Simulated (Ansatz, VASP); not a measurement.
One calculation of TaSi2Ge3, two programs

```
Ta Si Ge
1.0
     4.37794    0.00000    0.00000
    -2.18897    3.79141    0.00000
     0.00000    0.00000   10.02253
Ta Si Ge
1 2 3
Direct
  0.00000 0.00000 0.50000
  0.33333 0.66667 0.00000
  0.66667 0.33333 0.00000
  0.00000 0.00000 0.74257
  0.00000 0.00000 0.25743
  0.00000 0.00000 0.00000
```

Alike in both runs: functional PBE; k mesh 12 × 12 × 4; occupations gaussian, width 0.1 eV; no spin polarisation.

Ansatz relaxed the structure, and its values are those at the end. VASP's run is a single point on that final structure, the one shown.

|  | VASP | Ansatz |
| --- | --- | --- |
| version | VASP 6.6.1 | Ansatz 0.2.0 |
| potentials or method | VASP PAW PBE potentials, release 64 (Ta_pv, Si, Ge_d), cutoff 520 eV | scalar-relativistic, plane waves, PAW |
| valence electrons in the cell | 61 | 63 |

```csv
,VASP,Ansatz,Ansatz less VASP
gap on the k mesh at the Fermi level (eV),none,none,-
pressure (GPa),0.0,0.0,+0.02
```

A gap of «none» marks a metal or a gap that the smearing closes. VASP's potentials hold 61 valence electrons a cell and Ansatz's 63, so a difference there can come from the potentials and not from the codes.

Neither program's run includes spin-orbit coupling.
